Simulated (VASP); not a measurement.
# GaN (R-3m) in VASP: further runs

The runs below take GaN through electric field gradients, with PBE.

Program: VASP 6.6.1. These are calculated values, not measurements. Logs are shortened: lines on timing, memory, paths and dates and some standing lists are left out, and cuts for length are marked.

### 1 The cell of the first run

The structure is trigonal, space group R-3m (No. 166). Conventional cell: a = 2.832 Å, b = 2.832 Å, c = 6.833 Å, α = 90.00°, β = 90.00°, γ = 120.00°. Ga (site symmetry -3m) has 6 N at 1.99 Å within 2.6 Å. N (site symmetry -3m) has 6 Ga at 1.99 Å within 2.6 Å.

### 2 Electric field gradients, PBE (equal xy, yz and zx shear strains of -1 %)

The input, INCAR:

```
SYSTEM = GaN
ALGO = Normal ; EDIFF = 1E-8
ENCUT = 520 ; GGA = PE
ISIF = 2 ; ISMEAR = -1
LASPH = .TRUE. ; LCHARG = .FALSE.
LEFG = .TRUE. ; LREAL = .FALSE.
LWAVE = .FALSE. ; NBANDS = 16
NELM = 100 ; PREC = Accurate
SIGMA = 0.02
```

The input, KPOINTS:

```
k-points
0
G
  13 13 13
  0 0 0
```

The input, POSCAR:

```
GaN
1.0
   -0.0199250000      1.9825375000      1.9825375000
    1.9825375000     -0.0199250000      1.9825375000
    1.9825375000      1.9825375000     -0.0199250000
Ga N
1 1
Direct
    0.5000000000      0.5000000000      0.5000000000
    0.0000000000      0.0000000000      0.0000000000
```

Potentials or basis: VASP PAW PBE potentials, release 64 (Ga_d, N).

Command:

```console
> cat potpaw_PBE.64/Ga_d/POTCAR potpaw_PBE.64/N/POTCAR > POTCAR
> mpirun -np 1 vasp_std > vasp.out
```

OUTCAR:

```text
SYSTEM = GaN
   EDIFF = 1E-8
   ENCUT = 520
   GGA = PE
   ISIF = 2
   ISMEAR = -1
   LASPH = .TRUE.
   LREAL = .FALSE.
   NELM = 100
   PREC = Accurate

 ion  position               nearest neighbor table
   1  0.500  0.500  0.500-   2 1.99   2 1.99   2 1.99   2 1.99   2 1.99   2 1.99
   2  0.000  0.000  0.000-   1 1.99   1 1.99   1 1.99   1 1.99   1 1.99   1 1.99

  LATTYP: Found a trigonal (rhomboedric) cell.
 ALAT       =     2.8038022190
 COS(alpha) =     0.4899250057

  Lattice vectors:

 A1 = (  -0.0199250000,   1.9825375000,   1.9825375000)
 A2 = (   1.9825375000,  -0.0199250000,   1.9825375000)
 A3 = (   1.9825375000,   1.9825375000,  -0.0199250000)

Analysis of symmetry for initial positions (statically):
=====================================================================
 Subroutine PRICEL returns:
 Original cell was already a primitive cell.

 Routine SETGRP: Setting up the symmetry group for a
 trigonal (rhombohedral) supercell.

 Subroutine GETGRP returns: Found 12 space group operations
 (whereof 12 operations were pure point group operations)
 out of a pool of 12 trial point group operations.

The static configuration has the point symmetry D_3d.

Analysis of symmetry for dynamics (positions and initial velocities):
=====================================================================
 Subroutine PRICEL returns:
 Original cell was already a primitive cell.

 Routine SETGRP: Setting up the symmetry group for a
 trigonal (rhombohedral) supercell.

 Subroutine GETGRP returns: Found 12 space group operations
 (whereof 12 operations were pure point group operations)
 out of a pool of 12 trial point group operations.

The dynamic configuration has the point symmetry D_3d.

 Subroutine INISYM returns: Found 12 space group operations
 (whereof 12 operations are pure point group operations),
 and found     1 'primitive' translations

----------------------------------------------------------------------------------------

                                     Primitive cell

  volume of cell :      15.8195

  direct lattice vectors                    reciprocal lattice vectors
    -0.019925000  1.982537500  1.982537500    -0.248431492  0.250953640  0.250953640
     1.982537500 -0.019925000  1.982537500     0.250953640 -0.248431492  0.250953640
     1.982537500  1.982537500 -0.019925000     0.250953640  0.250953640 -0.248431492

  length of vectors
     2.803802219  2.803802219  2.803802219     0.433213186  0.433213186  0.433213186

  position of ions in fractional coordinates (direct lattice)
     0.500000000  0.500000000  0.500000000
     0.000000000  0.000000000  0.000000000

  ion indices of the primitive-cell ions
   primitive index   ion index
                 1           1
                 2           2

----------------------------------------------------------------------------------------

 KPOINTS: k-points

Automatic generation of k-mesh.
 Grid dimensions read from file:
 generate k-points for:   13   13   13

 Generating k-lattice:

  Cartesian coordinates                     Fractional coordinates (reciprocal lattice)
    -0.019110115  0.019304126  0.019304126     0.076923077  0.000000000  0.000000000
     0.019304126 -0.019110115  0.019304126     0.000000000  0.076923077  0.000000000
     0.019304126  0.019304126 -0.019110115     0.000000000  0.000000000  0.076923077

  Length of vectors
     0.033324091  0.033324091  0.033324091

  Shift w.r.t. Gamma in fractional coordinates (k-lattice)
     0.000000000  0.000000000  0.000000000

 Subroutine IBZKPT returns following result:
 ===========================================

 Found    231 irreducible k-points:

 Following reciprocal coordinates:
            Coordinates               Weight
  0.000000  0.000000  0.000000      1.000000
  0.076923  0.000000  0.000000      6.000000
  0.153846  0.000000  0.000000      6.000000
  0.230769  0.000000 -0.000000      6.000000
  0.307692  0.000000  0.000000      6.000000
  0.384615  0.000000 -0.000000      6.000000
[... 16 lines left out ...]
  0.384615  0.153846 -0.000000     12.000000
  0.461538  0.153846 -0.000000     12.000000
 [... further k-points ...]
   k-points           NKPTS =    231   k-points in BZ     NKDIM =    231   number of bands    NBANDS=     16
   number of dos      NEDOS =    301   number of ions     NIONS =      2
   total plane-waves  NPLWV =  13824
   dimension x,y,z NGX =    24 NGY =   24 NGZ =   24
   dimension x,y,z NGXF=    48 NGYF=   48 NGZF=   48
   ions per type =               1   1
   NGX,Y,Z   is equivalent  to a cutoff of  14.23, 14.23, 14.23 a.u.
   NGXF,Y,Z  is equivalent  to a cutoff of  28.46, 28.46, 28.46 a.u.
 SYSTEM =  GaN
   PREC   = accura    normal or accurate (medium, high low for compatibility)
   ISTART =      0    job   : 0-new  1-cont  2-samecut
   ICHARG =      2    charge: 1-file 2-atom 10-const
   ISPIN  =      1    spin polarized calculation?
   LNONCOLLINEAR =      F non collinear calculations
   LSORBIT =      F    spin-orbit coupling
   LASPH  =      T    aspherical Exc in radial PAW
   ENCUT  =  520.0 eV  38.22 Ry    6.18 a.u.   5.21  5.21  5.21*2*pi/ulx,y,z
   NELM   =    100;   NELMIN=  2; NELMDL= -5     # of ELM steps
   EDIFF  = 0.1E-07   stopping-criterion for ELM
   LREAL  =      F    real-space projection
   EDIFFG = 0.1E-06   stopping-criterion for IOM
   NSW    =      0    number of steps for IOM
   IBRION =     -1    ionic relax: 0-MD 1-quasi-New 2-CG
   NFREE  =      0    steps in history (QN), initial steepest desc. (CG)
   ISIF   =      2    stress and relaxation
   ISYM   =      2    0-nonsym 1-usesym 2-fastsym
   POTIM  = 0.5000    time-step for ionic-motion
   TEBEG  =    0.0;   TEEND  =   0.0 temperature during run
   PSTRESS=    0.0 pullay stress
   NELECT =      18.0000    total number of electrons
   NUPDOWN=      -1.0000    fix difference up-down
   EMIN   =  10.00;   EMAX   =-10.00  energy-range for DOS
   EFERMI =   0.00;   METHOD = LEGACY
   ISMEAR =    -1;   SIGMA  =   0.02  broadening in eV -4-tet -1-fermi 0-gaus
   EFERMI_NEDOS =   21; number of points for ismear=-14 and -15
   IALGO  =     38    algorithm
   IMIX   =      4    mixing-type and parameters
     AMIX     =   0.40;   BMIX     =  1.00
     AMIX_MAG =   1.60;   BMIX_MAG =  1.00
  volume/ion in A,a.u.               =       7.91        53.38
  Fermi-wavevector in a.u.,A,eV,Ry     =   1.709103  3.229736 39.743067  2.921033
  Thomas-Fermi vector in A             =   2.787648
   LORBIT       =      0    0 simple, 1 ext, 2 COOP (PROOUT), +10 PAW based schemes
   GGA     = PE    functional components
   LHFCALC =     F    Hartree Fock is set to
   AEXX    =    0.0000 exact exchange contribution
   IVDW    =     0    specifies the selected vdW correction
   LEPSILON=     F    determine dielectric tensor
   LRPA    =     F    only Hartree local field effects (RPA)
 non-spin polarized calculation
  energy-cutoff  :      520.00
  volume of cell :       15.82
 maximum number of plane-waves:       442
 NGX is ok and might be reduce to    24
   NGX = 11   NGY = 11   NGZ = 11

 number of electron      17.9999999 magnetization

 Free energy of the ion-electron system (eV)
  ---------------------------------------------------
  ext. energy  EPLUGINS =         0.00000000
  ---------------------------------------------------
  free energy    TOTEN  =       -10.53159221 eV

  energy without entropy =      -10.53159221  energy(sigma->0) =      -10.53159221

 E-fermi :  10.7347     XC(G=0): -14.1212

 val. band max:       10.3512095277   @ k =  -0.2308   0.1538   0.0000
 cond. band min:      12.2152881084   @ k =   0.4615   0.4615  -0.0000
 fundamental gap:      1.8640785806
 Fermi energy:        10.7346611762

 k-point     1 :       0.0000    0.0000    0.0000
  band No.  band energies     occupation
      1      -8.9398      2.00000
      2      -3.6951      2.00000
      3      -3.6951      2.00000
      4      -3.6799      2.00000
      5      -3.5382      2.00000
      6      -3.5382      2.00000
[... 8 lines left out ...]
     15      28.8230      0.00000
     16      28.8230      0.00000
[... 419 lines left out ...]
 k-point    24 :       0.4615    0.1538   -0.0000
  band No.  band energies     occupation
      1      -5.8268      2.00000
      2      -4.0121      2.00000
      3      -3.8213      2.00000
      4      -3.7220      2.00000
      5      -3.3115      2.00000
      6      -3.0140      2.00000
[... 8 lines left out ...]
     15      33.1927      0.00000
     16      36.7202      0.00000

 [... further k-points ...]

------------------------ aborting loop because EDIFF is reached ----------------------------------------

  FORCE on cell =-STRESS in cart. coord.  units (eV):
  Direction    XX          YY          ZZ          XY          YZ          ZX
  --------------------------------------------------------------------------------------
  -------------------------------------------------------------------------------------
  Total        6.9430192      6.9430192      6.9430192      0.2569646      0.2569646      0.2569646
  in kB      703.1802182    703.1802182    703.1802182     26.0250532     26.0250532     26.0250532
  external PRESSURE =     703.1802182 kB  Pullay stress =       0.0000000 kB

 VOLUME and BASIS-vectors are now :
 -----------------------------------------------------------------------------
  energy-cutoff  :      520.00
  volume of cell :       15.82
      direct lattice vectors                 reciprocal lattice vectors
    -0.019925000  1.982537500  1.982537500    -0.248431492  0.250953640  0.250953640
     1.982537500 -0.019925000  1.982537500     0.250953640 -0.248431492  0.250953640
     1.982537500  1.982537500 -0.019925000     0.250953640  0.250953640 -0.248431492

 POSITION                                       TOTAL-FORCE (eV/Angst)
 -----------------------------------------------------------------------------------
      1.97257      1.97257      1.97257         0.000000     -0.000000      0.000000
      0.00000      0.00000      0.00000        -0.000000      0.000000     -0.000000
 -----------------------------------------------------------------------------------
    total drift:                                0.000000     -0.000000      0.000000

  FREE ENERGIE OF THE ION-ELECTRON SYSTEM (eV)
  ---------------------------------------------------
  free  energy   TOTEN  =       -10.5315922064 eV

  energy  without entropy=      -10.5315922063  energy(sigma->0) =      -10.53159221

 Electric field gradients (V/A^2)
---------------------------------------------------------------------
 ion       V_xx      V_yy      V_zz      V_xy      V_xz      V_yz
---------------------------------------------------------------------
   1      -0.000    -0.000     0.000     1.050     1.050     1.050
   2      -0.000    -0.000    -0.000    -2.409    -2.409    -2.409
---------------------------------------------------------------------

 Electric field gradients after diagonalization (V/A^2)
 (convention: |V_zz| > |V_xx| > |V_yy|)
----------------------------------------------------------------------
 ion       V_xx      V_yy      V_zz     asymmetry (V_yy - V_xx)/ V_zz
----------------------------------------------------------------------
   1      -1.050    -1.050     2.100       0.000
   2       2.409     2.409    -4.818       0.000
----------------------------------------------------------------------

           NMR quadrupolar parameters

 Cq : quadrupolar parameter    Cq=e*Q*V_zz/h
 eta: asymmetry parameters     (V_yy - V_xx)/ V_zz
 Q  : nuclear electric quadrupole moment in mb (millibarn)
----------------------------------------------------------------------
 ion       Cq(MHz)       eta       Q (mb)
----------------------------------------------------------------------
   1       0.005       0.000       1.000
   2      -0.012       0.000       1.000
----------------------------------------------------------------------
```

It took 27 s on 1 thread of Intel Xeon 6975P-C (Granite Rapids), shared host; peak memory 0.18 GiB.

What came out:

| Property | Result |
| --- | --- |
| Free energy | -10.5316 eV |
| Pressure | 70.3 GPa |
| Band gap on the k mesh | 1.86 eV (least direct gap 5.05 eV) |
| Largest electric field gradient by atom | Ga +2.1; N -4.8 V/Å² |

Stress tensor (GPa, compression positive):
```
70.32  2.60  2.60
 2.60 70.32  2.60
 2.60  2.60 70.32
```

Electric field gradients, principal values (V/Å²):
```tsv
atom	least	middle	greatest (by size)
1 Ga	-1.050	-1.050	2.100
2 N	2.409	2.409	-4.818
```

Caveat: the cell differs from its parent crystal (equal xy, yz and zx shear strains of -1 %); the cell stands under pressure; without QUAD_EFG the Cq values of the log hold for a quadrupole moment of 1 mb, not for the nuclei; an odd mesh through Γ misses points on the zone boundary, where band edges can lie.

### 3 Electric field gradients, PBE (equal xy, yz and zx shear strains of +2 %)

The input, INCAR:

```
ALGO = Normal
EDIFF = 1E-8
ENCUT = 520
GGA = PE
ISIF = 2
ISMEAR = -1
LASPH = True
LCHARG = False
LEFG = True
LREAL = False
LWAVE = False
NBANDS = 16
NELM = 100
PREC = Accurate
SIGMA = 0.02
```

The input, KPOINTS:

```
k-points
0
Gamma
  13 13 13
```

The input, POSCAR:

```
GaN
1.0
    0.0398500000      2.0124250000      2.0124250000
    2.0124250000      0.0398500000      2.0124250000
    2.0124250000      2.0124250000      0.0398500000
Ga N
1 1
Direct
    0.5000000000      0.5000000000      0.5000000000
    0.0000000000      0.0000000000      0.0000000000
```

Potentials or basis: VASP PAW PBE potentials, release 64 (Ga_d, N).

Command:

```console
> cat potpaw_PBE.64/Ga_d/POTCAR potpaw_PBE.64/N/POTCAR > POTCAR
> mpirun -np 1 vasp_std > vasp.out
```

OUTCAR:

```text
EDIFF = 1E-8
   ENCUT = 520
   GGA = PE
   ISIF = 2
   ISMEAR = -1
   LASPH = True
   LREAL = False
   NELM = 100
   PREC = Accurate

 ion  position               nearest neighbor table
   1  0.500  0.500  0.500-   2 1.99   2 1.99   2 1.99   2 1.99   2 1.99   2 1.99
   2  0.000  0.000  0.000-   1 1.99   1 1.99   1 1.99   1 1.99   1 1.99   1 1.99

  LATTYP: Found a trigonal (rhomboedric) cell.
 ALAT       =     2.8462777067
 COS(alpha) =     0.5197000882

  Lattice vectors:

 A1 = (   0.0398500000,   2.0124250000,   2.0124250000)
 A2 = (   2.0124250000,   0.0398500000,   2.0124250000)
 A3 = (   2.0124250000,   2.0124250000,   0.0398500000)
[... 668 lines left out ...]
  free  energy   TOTEN  =       -10.5181096875 eV

  energy  without entropy=      -10.5181096875  energy(sigma->0) =      -10.51810969

 Electric field gradients (V/A^2)
---------------------------------------------------------------------
 ion       V_xx      V_yy      V_zz      V_xy      V_xz      V_yz
---------------------------------------------------------------------
   1      -0.000    -0.000     0.000    -2.053    -2.053    -2.053
   2      -0.000    -0.000    -0.000     4.934     4.934     4.934
---------------------------------------------------------------------

 Electric field gradients after diagonalization (V/A^2)
 (convention: |V_zz| > |V_xx| > |V_yy|)
----------------------------------------------------------------------
 ion       V_xx      V_yy      V_zz     asymmetry (V_yy - V_xx)/ V_zz
----------------------------------------------------------------------
   1       2.053     2.053    -4.107       0.000
   2      -4.934    -4.934     9.868       0.000
----------------------------------------------------------------------

           NMR quadrupolar parameters

 Cq : quadrupolar parameter    Cq=e*Q*V_zz/h
 eta: asymmetry parameters     (V_yy - V_xx)/ V_zz
 Q  : nuclear electric quadrupole moment in mb (millibarn)
----------------------------------------------------------------------
 ion       Cq(MHz)       eta       Q (mb)
----------------------------------------------------------------------
   1      -0.010       0.000       1.000
   2       0.024       0.000       1.000
----------------------------------------------------------------------
```

OSZICAR:

```text
N       E                     dE             d eps       ncg     rms          rms(c)
DAV:   1     0.756128358179E+02    0.75613E+02   -0.88672E+03  8272   0.226E+03
DAV:   2    -0.841627016496E+01   -0.84029E+02   -0.78507E+02  8536   0.334E+02
DAV:   3    -0.125648043123E+02   -0.41485E+01   -0.41342E+01  8384   0.628E+01
DAV:   4    -0.125993663095E+02   -0.34562E-01   -0.34559E-01  9288   0.587E+00
DAV:   5    -0.125996717184E+02   -0.30541E-03   -0.30541E-03  8712   0.519E-01    0.799E+00
DAV:   6    -0.105522204700E+02    0.20475E+01   -0.40233E+00 10816   0.471E+01    0.253E+00
DAV:   7    -0.105332593769E+02    0.18961E-01   -0.34822E-01  8840   0.564E+00    0.168E+00
DAV:   8    -0.105200926775E+02    0.13167E-01   -0.26125E-02  9784   0.323E+00    0.365E-01
DAV:   9    -0.105181563105E+02    0.19364E-02   -0.72070E-03  9888   0.287E+00    0.899E-02
DAV:  10    -0.105181121300E+02    0.44181E-04   -0.34274E-04  8200   0.225E-01    0.475E-02
DAV:  11    -0.105181079425E+02    0.41874E-05   -0.10177E-04  9192   0.176E-01    0.261E-02
DAV:  12    -0.105181098687E+02   -0.19262E-05   -0.68827E-06  8088   0.276E-02    0.112E-02
DAV:  13    -0.105181097126E+02    0.15614E-06   -0.13836E-07  9720   0.706E-03    0.587E-03
DAV:  14    -0.105181096881E+02    0.24441E-07   -0.12251E-07  8872   0.393E-03    0.329E-04
DAV:  15    -0.105181096875E+02    0.61755E-09   -0.53712E-09  4648   0.746E-04
   1 F= -.10518110E+02 E0= -.10518110E+02  d E =-.953098E-13
```

Run time: 28 s. Hardware: 1 thread of Intel Xeon 6975P-C (Granite Rapids), shared host; peak memory 0.18 GiB.

What came out:

- Free energy: -10.5181 eV
- Pressure: 70.4 GPa
- Band gap on the k mesh: 1.79 eV (least direct gap 5.02 eV)
- Largest electric field gradient by atom: Ga -4.1; N +9.9 V/Å²

Stress tensor (GPa, compression positive):
```
70.43 -5.43 -5.43
-5.43 70.43 -5.43
-5.43 -5.43 70.43
```

Levels at points of the mesh, in eV from the valence-band top:
| k point | band 5 | band 6 | band 7 | band 8 | band 9 | band 10 | band 11 | band 12 | band 13 | band 14 |
| --- | --- | --- | --- | --- | --- | --- | --- | --- | --- | --- |
| (0.00, 0.00, 0.00) | -13.95 | -13.95 | -1.17 | -0.70 | -0.70 | 4.32 | 15.08 | 16.05 | 16.05 | 16.49 |

Electric field gradients, principal values (V/Å²):
```csv
atom,least,middle,greatest (by size)
1 Ga,2.053,2.053,-4.107
2 N,-4.934,-4.934,9.868
```

Caveat: the cell differs from its parent crystal (equal xy, yz and zx shear strains of +2 %); the cell stands under pressure; without QUAD_EFG the Cq values of the log hold for a quadrupole moment of 1 mb, not for the nuclei; an odd mesh through Γ misses points on the zone boundary, where band edges can lie.
